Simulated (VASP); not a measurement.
A run of VASP 6.6.1:

File INCAR:

```
SYSTEM = Cd
ALGO = Normal
EDIFF = 1E-6
ENCUT = 520
GGA = PS
ISIF = 2
ISMEAR = 0
LASPH = .True.
LCHARG = .False.
LREAL = .False.
LWAVE = .False.
NBANDS = 32
NELM = 100
PREC = Accurate
SIGMA = 0.1
```

File KPOINTS:

```
k-points
0
Gamma
  6 6 4
  0 0 0
```

POSCAR

```
Cd
1.0
    1.7525236404     -5.5593650223      0.0000000000
    1.7525236404      5.5593650223      0.0000000000
    0.0000000000      0.0000000000      4.6380988186
Cd
4
Direct
    0.0980000000      0.9020000000      0.9100000000
    0.5980000000      0.4020000000      0.5900000000
    0.9020000000      0.0980000000      0.0900000000
    0.4020000000      0.5980000000      0.4100000000
```

Potentials or basis: VASP PAW PBE potentials, release 64 (Cd).

The run is started by

```bash
$ cat potpaw_PBE.64/Cd/POTCAR > POTCAR
$ mpirun -np 1 vasp_std > vasp.out
```

Hardware: 1 thread of Intel Xeon 6975P-C, on a shared host.

Problem. How long does it take, and how much memory?

Solution. Run time: 120 s on 1 thread of Intel Xeon 6975P-C, on a shared host, peak memory 0.3 GiB. Counts: scf iterations 12, k points 39.
